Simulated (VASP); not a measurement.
Runs of VASP 6.6.1 on PbO. The structure is that of space group P6_3/mmc (No. 194), or close to it. The cells are those of the table. 

```tsv
task	level	potentials or basis	cell	k mesh	cutoff (eV)	gap on the mesh (eV)	pressure (GPa)
single point	LDA	VASP PAW LDA potentials, release 64 (Pb_d, O)	a = 3.566, b = 3.566, c = 6.470 Å, angles 90.0, 90.0, 120.0°, 4 atoms	12 × 12 × 4	520	none	-4.8
relaxation of cell and atoms	PBE	VASP PAW PBE potentials, release 64 (Pb_d, O)	relaxed from a = 3.048, b = 3.048, c = 4.968 Å, angles 90.0, 90.0, 120.0°, 4 atoms	12 × 12 × 6	600	none	0.0
single point	PBE	VASP PAW PBE potentials, release 64 (Pb_d, O)	a = 3.611, b = 3.611, c = 6.508 Å, angles 90.0, 90.0, 120.0°, 4 atoms	12 × 12 × 6	520	none	0.0
single point	r2SCAN	VASP PAW PBE potentials, release 64 (Pb_d, O)	a = 3.566, b = 3.566, c = 6.470 Å, angles 90.0, 90.0, 120.0°, 4 atoms	12 × 12 × 4	520	none	(a)
```

Alike in all rows: no spin polarisation; smearing fermi-dirac 0.02 eV.

Problem. Fill in the values left out.

Solution. (a) 0.1.

Caveats: spin-orbit coupling is left out, which moves the levels of the heavy elements; the PAW data sets were made with another functional, which shifts forces and pressure a little (some runs).

A k mesh can miss the band edges, and the runs leave out spin-orbit coupling on Pb.

A gap of «none» marks levels without a gap at the run's occupations.
